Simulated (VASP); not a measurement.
**SnO2: single point with LDA**

SnO2:

```
CELL_PARAMETERS angstrom
4.69937 0.00000 0.00000
0.00000 5.39415 0.00000
0.00000 0.00000 5.19923
ATOMIC_POSITIONS crystal
Sn 0.50000 0.66734 0.75000
Sn 0.00000 0.83266 0.25000
Sn 0.50000 0.33266 0.25000
Sn 0.00000 0.16734 0.75000
O 0.73093 0.60502 0.07769
O 0.23093 0.89498 0.92231
O 0.76907 0.89498 0.57769
O 0.26907 0.60502 0.42231
O 0.73093 0.39498 0.57769
O 0.23093 0.10502 0.42231
O 0.76907 0.10502 0.07769
O 0.26907 0.39498 0.92231
```

```yaml
Program: VASP 6.6.1
Task: single point
Functional: LDA
Potentials_or_basis: VASP PAW LDA potentials, release 64 (Sn_d, O)
Cutoff: 520 eV
k_mesh: 6 × 6 × 6
Occupations: gaussian, width 0.05 eV
Spin: no spin polarisation
Dipole_correction: no
Further_INCAR_settings: ALGO = Normal; EDIFF = 1e-06; NBANDS = 64
```

The pressure is 15.2 GPa. The largest force is 0.298 eV/Å and the band gap on the k mesh is 2.04 eV.

Forces in eV/Å, atoms in the order of the input:
```
Sn   0.000  0.298  0.000
Sn   0.000 -0.298  0.000
Sn   0.000 -0.298  0.000
Sn   0.000  0.298  0.000
O    0.007 -0.090 -0.254
O    0.007  0.090  0.254
O   -0.007  0.090 -0.254
O   -0.007 -0.090  0.254
O    0.007  0.090 -0.254
O    0.007 -0.090  0.254
O   -0.007 -0.090 -0.254
O   -0.007  0.090  0.254
```

Stress tensor (GPa, compression positive):
```
12.45  0.00  0.00
 0.00 22.09  0.00
 0.00  0.00 11.02
```

Levels at points of the mesh, in eV from the valence-band top:
```
           k point  band 50  band 51  band 52  band 53  band 54  band 55
(0.00, 0.00, 0.00)    -0.43    -0.06     0.00     2.04     6.65     6.92
(0.50, 0.00, 0.00)    -0.34    -0.08    -0.08     5.14     5.14     5.68
(0.00, 0.50, 0.00)    -1.11    -0.32    -0.32     4.70     4.70     7.52
(0.50, 0.50, 0.00)    -0.73    -0.45    -0.45     5.57     5.57     6.56
(0.00, 0.00, 0.50)    -0.53    -0.06    -0.06     5.05     5.05     6.56
(0.50, 0.00, 0.50)    -0.25    -0.25    -0.25     5.48     5.48     5.48
(0.00, 0.50, 0.50)    -0.53    -0.53    -0.53     6.12     6.12     6.12
(0.50, 0.50, 0.50)    -0.62    -0.62    -0.62     6.03     6.03     6.03
```

Wall time 7.6 min on 1 thread of Intel(R) Xeon(R) Platinum 8375C CPU @ 2.90GHz (Ice Lake), on a shared host, peak memory 0.45 GiB.

Caveat: the cell stands under pressure; spin-orbit coupling is left out, which moves the levels of the heavy elements.
